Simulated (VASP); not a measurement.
# SrCl2 in VASP: notebook

Runs on SrCl2. Level: PBE. Tasks: single point.

Everything below comes from runs of VASP 6.6.1. Logs are shortened: lines on timing, memory, paths and dates and some standing lists are left out, and cuts for length are marked.

## (1) The cell of the first run

The typed cell holds 3 atoms: a = 4.976 Å, b = 4.976 Å, c = 4.976 Å, α = 119.93°, β = 119.93°, γ = 90.12°.

## (2) Single point, PBE

INCAR

```
PREC     = Accurate       # precision mode
ENCUT    = 500            # plane-wave cutoff, eV
EDIFF    = 1E-6           # SCF threshold, eV
ISMEAR   = 0              # smearing method
SIGMA    = 0.15           # smearing width, eV
LREAL    = F              # projectors in reciprocal space
LASPH    = T              # aspherical terms in the spheres
NELM     = 120            # most SCF steps
ALGO     = Normal         # electronic algorithm
ISIF     = 2              # what is computed and relaxed
LWAVE    = F              # write WAVECAR
LCHARG   = F              # write CHGCAR
GGA      = PE             # functional
NBANDS   = 19             # bands
GGA_COMPAT= F
```

KPOINTS

```
Automatic mesh
0
Gamma
  4 4 4
```

POSCAR

```
SrCl2
1.0
   -2.4904399095      2.4904399095      3.5148992775
    2.4904399095     -2.4904399095      3.5148992775
    2.4904399095      2.4904399095     -3.5148992775
Sr Cl
1 2
Direct
    0.4716082047      0.4716082047      0.0000000000
    0.7215764377      0.2215764377      0.5000000000
    0.2215764377      0.7215764377      0.5000000000
```

Potentials or basis: VASP PAW PBE potentials, release 64 (Sr_sv, Cl).

Launch:

```
$ cat potpaw_PBE.64/Sr_sv/POTCAR potpaw_PBE.64/Cl/POTCAR > POTCAR
$ mpirun -np 1 vasp_std > vasp.out
```

OUTCAR:

```text
PREC = Accurate
   ENCUT = 500
   EDIFF = 1E-6
   ISMEAR = 0
   LREAL = F
   LASPH = T
   NELM = 120
   ISIF = 2
   GGA = PE

 ion  position               nearest neighbor table
   1  0.472  0.472  0.000-   3 3.05   2 3.05   2 3.05   3 3.05   2 3.05   3 3.05   3 3.05   2 3.05

   2  0.722  0.222  0.500-   1 3.05   1 3.05   1 3.05   1 3.05
   3  0.222  0.722  0.500-   1 3.05   1 3.05   1 3.05   1 3.05

  LATTYP: Found a body centered tetragonal cell.
 ALAT       =     4.9808798190
 C/A-ratio  =     1.4113567905

  Lattice vectors:

 A1 = (  -2.4904399095,   2.4904399095,   3.5148992775)
 A2 = (   2.4904399095,  -2.4904399095,   3.5148992775)
 A3 = (   2.4904399095,   2.4904399095,  -3.5148992775)

Analysis of symmetry for initial positions (statically):
=====================================================================
 Subroutine PRICEL returns:
 Original cell was already a primitive cell.

 Routine SETGRP: Setting up the symmetry group for a
 body centered tetragonal supercell.

 Subroutine GETGRP returns: Found  8 space group operations
 (whereof  8 operations were pure point group operations)
 out of a pool of 16 trial point group operations.

The static configuration has the point symmetry C_4v.

Analysis of symmetry for dynamics (positions and initial velocities):
=====================================================================
 Subroutine PRICEL returns:
 Original cell was already a primitive cell.

 Routine SETGRP: Setting up the symmetry group for a
 body centered tetragonal supercell.

 Subroutine GETGRP returns: Found  8 space group operations
 (whereof  8 operations were pure point group operations)
 out of a pool of 16 trial point group operations.

The dynamic configuration has the point symmetry C_4v.

 Subroutine INISYM returns: Found  8 space group operations
 (whereof  8 operations are pure point group operations),
 and found     1 'primitive' translations

----------------------------------------------------------------------------------------

                                     Primitive cell

  volume of cell :      87.2017

  direct lattice vectors                    reciprocal lattice vectors
    -2.490439910  2.490439910  3.514899278     0.000000000  0.200767743  0.142251587
     2.490439910 -2.490439910  3.514899278     0.200767743  0.000000000  0.142251587
     2.490439910  2.490439910 -3.514899278     0.200767743  0.200767743  0.000000000

  length of vectors
     4.975851567  4.975851567  4.975851567     0.246055280  0.246055280  0.283928465

  position of ions in fractional coordinates (direct lattice)
     0.471608205  0.471608205  0.000000000
     0.721576438  0.221576438  0.500000000
     0.221576438  0.721576438  0.500000000

  ion indices of the primitive-cell ions
   primitive index   ion index
                 1           1
                 2           2
                 3           3

----------------------------------------------------------------------------------------

 KPOINTS: Automatic mesh

Automatic generation of k-mesh.
 Grid dimensions read from file:
 generate k-points for:    4    4    4

 Generating k-lattice:

  Cartesian coordinates                     Fractional coordinates (reciprocal lattice)
     0.000000000  0.050191936  0.035562897     0.250000000  0.000000000 -0.000000000
     0.050191936  0.000000000  0.035562897     0.000000000  0.250000000 -0.000000000
     0.050191936  0.050191936  0.000000000     0.000000000  0.000000000  0.250000000

  Length of vectors
     0.061513820  0.061513820  0.070982116

  Shift w.r.t. Gamma in fractional coordinates (k-lattice)
     0.000000000  0.000000000  0.000000000

 Subroutine IBZKPT returns following result:
 ===========================================

 Found     13 irreducible k-points:

 Following reciprocal coordinates:
            Coordinates               Weight
  0.000000  0.000000  0.000000      1.000000
  0.250000  0.000000  0.000000      8.000000
  0.500000  0.000000  0.000000      4.000000
  0.250000  0.250000  0.000000      8.000000
  0.500000  0.250000  0.000000     16.000000
 -0.250000  0.250000  0.000000      4.000000
  0.500000  0.500000  0.000000      2.000000
  0.250000  0.250000  0.250000      2.000000
 -0.250000  0.250000  0.250000      4.000000
  0.500000  0.500000  0.250000      4.000000
 -0.250000  0.500000  0.250000      8.000000
 -0.250000 -0.250000  0.250000      2.000000
  0.500000  0.500000  0.500000      1.000000
   k-points           NKPTS =     13   k-points in BZ     NKDIM =     13   number of bands    NBANDS=     19
   number of dos      NEDOS =    301   number of ions     NIONS =      3
   total plane-waves  NPLWV =  46656
   dimension x,y,z NGX =    36 NGY =   36 NGZ =   36
   dimension x,y,z NGXF=    72 NGYF=   72 NGZF=   72
   ions per type =               1   2
   NGX,Y,Z   is equivalent  to a cutoff of  12.03, 12.03, 12.03 a.u.
   NGXF,Y,Z  is equivalent  to a cutoff of  24.06, 24.06, 24.06 a.u.
 SYSTEM =  unknown system
   PREC   = accura    normal or accurate (medium, high low for compatibility)
   ISTART =      0    job   : 0-new  1-cont  2-samecut
   ICHARG =      2    charge: 1-file 2-atom 10-const
   ISPIN  =      1    spin polarized calculation?
   LNONCOLLINEAR =      F non collinear calculations
   LSORBIT =      F    spin-orbit coupling
   LASPH  =      T    aspherical Exc in radial PAW
   ENCUT  =  500.0 eV  36.75 Ry    6.06 a.u.   9.07  9.07  9.07*2*pi/ulx,y,z
   NELM   =    120;   NELMIN=  2; NELMDL= -5     # of ELM steps
   EDIFF  = 0.1E-05   stopping-criterion for ELM
   LREAL  =      F    real-space projection
   EDIFFG = 0.1E-04   stopping-criterion for IOM
   NSW    =      0    number of steps for IOM
   IBRION =     -1    ionic relax: 0-MD 1-quasi-New 2-CG
   NFREE  =      0    steps in history (QN), initial steepest desc. (CG)
   ISIF   =      2    stress and relaxation
   ISYM   =      2    0-nonsym 1-usesym 2-fastsym
   POTIM  = 0.5000    time-step for ionic-motion
   TEBEG  =    0.0;   TEEND  =   0.0 temperature during run
   PSTRESS=    0.0 pullay stress
   NELECT =      24.0000    total number of electrons
   NUPDOWN=      -1.0000    fix difference up-down
   EMIN   =  10.00;   EMAX   =-10.00  energy-range for DOS
   EFERMI =   0.00;   METHOD = LEGACY
   ISMEAR =     0;   SIGMA  =   0.15  broadening in eV -4-tet -1-fermi 0-gaus
   EFERMI_NEDOS =   21; number of points for ismear=-14 and -15
   IALGO  =     38    algorithm
   IMIX   =      4    mixing-type and parameters
     AMIX     =   0.40;   BMIX     =  1.00
     AMIX_MAG =   1.60;   BMIX_MAG =  1.00
  volume/ion in A,a.u.               =      29.07       196.16
  Fermi-wavevector in a.u.,A,eV,Ry     =   1.064887  2.012345 15.428797  1.133985
  Thomas-Fermi vector in A             =   2.200421
   LORBIT       =      0    0 simple, 1 ext, 2 COOP (PROOUT), +10 PAW based schemes
   GGA     = PE    functional components
   LHFCALC =     F    Hartree Fock is set to
   AEXX    =    0.0000 exact exchange contribution
   IVDW    =     0    specifies the selected vdW correction
   LEPSILON=     F    determine dielectric tensor
   LRPA    =     F    only Hartree local field effects (RPA)
 non-spin polarized calculation
 Gauss-broadening in eV      SIGMA  =   0.15
  energy-cutoff  :      500.00
  volume of cell :       87.20
 maximum number of plane-waves:      2229
   NGX = 19   NGY = 19   NGZ = 19

 number of electron      24.0000002 magnetization

 Free energy of the ion-electron system (eV)
  ---------------------------------------------------
  ext. energy  EPLUGINS =         0.00000000
  ---------------------------------------------------
  free energy    TOTEN  =       -12.79094677 eV

  energy without entropy =      -12.79094677  energy(sigma->0) =      -12.79094677

 E-fermi :   0.7347     XC(G=0):  -8.1682

 val. band max:       -0.0121396034   @ k =   0.5000   0.5000   0.5000
 cond. band min:       5.2144266357   @ k =   0.0000   0.0000   0.0000
 fundamental gap:      5.2265662391
 Fermi energy:         0.7347303652

 k-point     1 :       0.0000    0.0000    0.0000
  band No.  band energies     occupation
      1     -32.9970      2.00000
      2     -14.9774      2.00000
      3     -14.9768      2.00000
      4     -14.9768      2.00000
      5     -13.2440      2.00000
      6     -12.4474      2.00000
[... 11 lines left out ...]
     18       8.9747      0.00000
     19       9.1336      0.00000

 k-point     2 :       0.2500    0.0000    0.0000
  band No.  band energies     occupation
      1     -32.9956      2.00000
      2     -15.1107      2.00000
      3     -14.9832      2.00000
      4     -14.9829      2.00000
      5     -12.9991      2.00000
      6     -12.5439      2.00000
[... 11 lines left out ...]
     18       8.5091      0.00000
     19       9.4441      0.00000

 k-point     3 :       0.5000    0.0000    0.0000
  band No.  band energies     occupation
      1     -32.9943      2.00000
      2     -15.2162      2.00000
      3     -14.9891      2.00000
      4     -14.9889      2.00000
      5     -12.8684      2.00000
      6     -12.5438      2.00000
[... 11 lines left out ...]
     18       8.4773      0.00000
     19       8.5707      0.00000

 k-point     4 :       0.2500    0.2500    0.0000
  band No.  band energies     occupation
      1     -32.9943      2.00000
      2     -15.1511      2.00000
      3     -15.0679      2.00000
      4     -14.9891      2.00000
      5     -12.7741      2.00000
      6     -12.6198      2.00000
[... 165 lines left out ...]
     18       8.7372      0.00000
     19       9.5077      0.00000

 k-point    12 :      -0.2500   -0.2500    0.2500
  band No.  band energies     occupation
      1     -32.9952      2.00000
      2     -15.1412      2.00000
      3     -14.9912      2.00000
      4     -14.9912      2.00000
      5     -12.8961      2.00000
      6     -12.5944      2.00000
[... 11 lines left out ...]
     18       8.3165      0.00000
     19       8.9647      0.00000

 k-point    13 :       0.5000    0.5000    0.5000
  band No.  band energies     occupation
      1     -32.9934      2.00000
      2     -15.2679      2.00000
      3     -15.0055      2.00000
      4     -15.0055      2.00000
      5     -12.7320      2.00000
      6     -12.5682      2.00000
[... 11 lines left out ...]
     18       8.5228      0.00000
     19       9.6804      0.00000

------------------------ aborting loop because EDIFF is reached ----------------------------------------

  FORCE on cell =-STRESS in cart. coord.  units (eV):
  Direction    XX          YY          ZZ          XY          YZ          ZX
  --------------------------------------------------------------------------------------
  -------------------------------------------------------------------------------------
  Total        0.0280559      0.0280559      0.0822411      0.0000000      0.0000000      0.0000000
  in kB        0.5154781      0.5154781      1.5110349      0.0000000      0.0000000      0.0000000
  external PRESSURE =       0.8473304 kB  Pullay stress =       0.0000000 kB

 VOLUME and BASIS-vectors are now :
 -----------------------------------------------------------------------------
  energy-cutoff  :      500.00
  volume of cell :       87.20
      direct lattice vectors                 reciprocal lattice vectors
    -2.490439910  2.490439910  3.514899278     0.000000000  0.200767743  0.142251587
     2.490439910 -2.490439910  3.514899278     0.200767743  0.000000000  0.142251587
     2.490439910  2.490439910 -3.514899278     0.200767743  0.200767743  0.000000000

 POSITION                                       TOTAL-FORCE (eV/Angst)
 -----------------------------------------------------------------------------------
      0.00000      0.00000      3.31531         0.000000      0.000000     -0.000529
      0.00000      2.49044      1.55764         0.000000     -0.000000      0.000265
      2.49044      0.00000      1.55764        -0.000000      0.000000      0.000265
 -----------------------------------------------------------------------------------
    total drift:                               -0.000000     -0.000000      0.000066

  FREE ENERGIE OF THE ION-ELECTRON SYSTEM (eV)
  ---------------------------------------------------
  free  energy   TOTEN  =       -12.7909467658 eV

  energy  without entropy=      -12.7909467658  energy(sigma->0) =      -12.79094677
```

It took 18 s on 1 thread of Intel Xeon Platinum 8259CL at 2.50GHz (Skylake/Cascade Lake), shared host; peak memory 0.21 GiB.

Results:

```
Free energy            : -12.7909 eV
Pressure               : 0.1 GPa
Band gap on the k mesh : 5.23 eV, indirect (least direct gap 5.51 eV)
```

Stress tensor (GPa, compression positive):
```
0.05 0.00 0.00
0.00 0.05 0.00
0.00 0.00 0.15
```

Caveat: the k points lie up to 0.45 Å⁻¹ apart. A k mesh can miss the band edges.

## (3) Single point, PBE (volume scaled by 0.88)

INCAR

```
PREC = Accurate ; ENCUT = 500
EDIFF = 1E-6 ; ISMEAR = 0
SIGMA = 0.02 ; LREAL = F
LASPH = T ; NELM = 120
ALGO = Normal ; ISIF = 2
LWAVE = F ; LCHARG = F
GGA = PE ; NBANDS = 19
GGA_COMPAT = F
```

KPOINTS

```
Automatic mesh
0
Gamma
  6 6 6
```

POSCAR

```
SrCl2
1.0
    0.0000000000      3.3728168555      3.3728168555
    3.3728168555      0.0000000000      3.3728168555
    3.3728168555      3.3728168555      0.0000000000
Sr Cl
1 2
Direct
    0.5000000000      0.5000000000      0.5000000000
    0.2500000000      0.2500000000      0.2500000000
    0.7500000000      0.7500000000      0.7500000000
```

Potentials or basis: VASP PAW PBE potentials, release 64 (Sr_sv, Cl).

Launch:

```
$ cat potpaw_PBE.64/Sr_sv/POTCAR potpaw_PBE.64/Cl/POTCAR > POTCAR
$ mpirun -np 1 vasp_std > vasp.out
```

Run time: 19 s. Hardware: 1 thread of Intel Xeon Platinum 8259CL at 2.50GHz (Skylake/Cascade Lake), shared host; peak memory 0.2 GiB.

It converged, with:

* Free energy: -12.6114 eV
* Pressure: 5.9 GPa
* Band gap on the k mesh: 5.44 eV, direct

Levels at points of the mesh, in eV from the valence-band top:
```csv
k point,band 10,band 11,band 12,band 13,band 14,band 15
"(0.00, 0.00, 0.00)",-0.38,-0.38,-0.38,5.74,6.03,6.03
"(0.50, 0.00, 0.00)",-1.51,-1.19,-1.19,6.77,6.77,7.85
"(0.50, 0.50, 0.00)",-0.49,-0.49,0.00,5.44,7.31,7.84
```

 A k mesh can miss the band edges.
